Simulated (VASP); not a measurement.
A run of VASP 6.6.1:

Contents of INCAR:

```
PREC = Accurate
ENCUT = 520
EDIFF = 1E-7
ISMEAR = 0
SIGMA = 0.02
LREAL = Auto
LASPH = T
NELM = 80
ALGO = Normal
ISIF = 2
LWAVE = F
LCHARG = F
GGA = PE
NBANDS = 76
```

The input KPOINTS:

```
Automatic mesh
0
Gamma
  2 2 1
```

File POSCAR:

```
Zn6CO6F2
1.0
    5.8041020000      0.0000000000      0.0000000000
   -2.9020510000      5.4880210000      0.0000000000
    0.0000000000      0.0000000000     17.5870760000
Zn O C F
6 6 1 2
Direct
    0.3333333000      0.0000000000      0.0568599000
    0.4797936078      0.5273189430      0.0957719309
    0.9841539461      0.1247478791      0.1349867757
    1.0169227817      0.5952644474      0.1694551520
    0.4551622844      0.1493554543      0.2221886851
    0.5701290997      0.6843836411      0.2427353378
    0.2898653377      0.7150285934      0.0906564810
    0.2410513765      0.2340181082      0.0426338415
    0.7981979610      0.7652528606      0.1534932680
    0.7502811392      0.2578313961      0.1562530919
    0.2052677017      0.8223994079      0.2631083013
    0.3035255954      0.3569628994      0.2020317239
    0.3781910941      0.7967557067      0.3105850154
    0.5402156988      1.0420148425      0.3409427612
    0.2528120746      0.6620333889      0.3724969688
```

Potentials or basis: VASP PAW PBE potentials, release 64 (Zn, O, C, F).

Run with:

```sh
$ cat potpaw_PBE.64/Zn/POTCAR potpaw_PBE.64/O/POTCAR potpaw_PBE.64/C/POTCAR potpaw_PBE.64/F/POTCAR > POTCAR
$ mpirun -np 1 vasp_std > vasp.out
```

Hardware: 1 thread of AMD EPYC 9R45 96-Core Processor (Zen 5), with other jobs on the host.

Problem. How long does it take, and how much memory?

Solution. Run time: 7.3 min on 1 thread of AMD EPYC 9R45 96-Core Processor (Zen 5) (shared host), peak memory 0.69 GiB. Counts: scf iterations 33, k points 4.
